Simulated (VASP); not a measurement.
Input of a VASP 6.6.1 run:

File INCAR:

```
SYSTEM = Au
ALGO = Fast ; EDIFF = 1E-6
ENCUT = 520 ; GGA = PE
ISIF = 2 ; ISMEAR = -1
LASPH = .TRUE. ; LCHARG = .FALSE.
LREAL = .FALSE. ; LWAVE = .FALSE.
NBANDS = 12 ; NELM = 80
PREC = Accurate ; SIGMA = 0.05
```

File KPOINTS:

```
k-points
0
G
  11 12 11
  0 0 0
```

Contents of POSCAR:

```
Au
1.0
   -0.0417739400      1.9534674600      2.1836343100
    2.0212981700      0.0837522500      2.0581081200
    2.1322925200      1.9389356200     -0.0272421100
Au
1
Direct
    0.0000000000      0.0000000000      0.0000000000
```

Potentials or basis: VASP PAW PBE potentials, release 64 (Au).

Run with:

```sh
$ cat potpaw_PBE.64/Au/POTCAR > POTCAR
$ mpirun -np 1 vasp_std > vasp.out
```

(1) What does it give for the pressure?

## Answers

(1) 9.8 GPa.
